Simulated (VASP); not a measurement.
Set up this calculation in VASP 6.6.1, as the native input.

```yaml
Task: single point
Functional: PBEsol
Potentials_or_basis: VASP PAW PBE potentials, release 64 (W_sv, S)
Cutoff: 520 eV
k_mesh: 12 × 12 × 2
Occupations: gaussian, width 0.02 eV
Spin: no spin polarisation
Dipole_correction: no
Further_INCAR_settings: ALGO = Normal; EDIFF = 1e-06; NBANDS = 20
```

The structure of WS2 lies in POSCAR:

```
WS2
1.0
    3.2401495069      0.0000000000      0.0000000000
   -1.6200747535      2.8060517851      0.0000000000
    0.0000000000      0.0000000000     16.6477813121
W S
1 2
Direct
    0.3333333333      0.6666666667      0.0000000000
    0.6666666667      0.3333333333      0.9078747263
    0.6666666667      0.3333333333      0.0921252737
```

This cell differs from its parent crystal: biaxial strain in the a-b plane: +3.0 %, then relaxed in part.

These files were run (other wordings do the same):

INCAR

```
PREC = Accurate
ENCUT = 520
EDIFF = 1E-6
ISMEAR = 0
SIGMA = 0.02
LREAL = False
LASPH = True
NELM = 80
ALGO = Normal
ISIF = 2
LWAVE = False
LCHARG = False
GGA = PS
NBANDS = 20
```

KPOINTS

```
regular mesh
0
Gamma
  12 12 2
```

Potentials or basis: VASP PAW PBE potentials, release 64 (W_sv, S).

The run is started by

```sh
$ cat potpaw_PBE.64/W_sv/POTCAR potpaw_PBE.64/S/POTCAR > POTCAR
$ mpirun -np 1 vasp_std > vasp.out
```

Results of the run:

| Property | Result |
| --- | --- |
| Largest force | 0.020 eV/Å |
| Band gap on the k mesh | 1.29 eV (least direct gap 1.55 eV) |

Caveat: the cell differs from its parent crystal (biaxial strain in the a-b plane: +3.0 %, then relaxed in part); the PAW data sets were made with another functional, which shifts forces and pressure a little; spin-orbit coupling is left out, which moves the levels of the heavy elements.

Run time: 5.1 min on 1 thread of Intel Xeon 8259CL, on a shared host, peak memory 0.3 GiB.
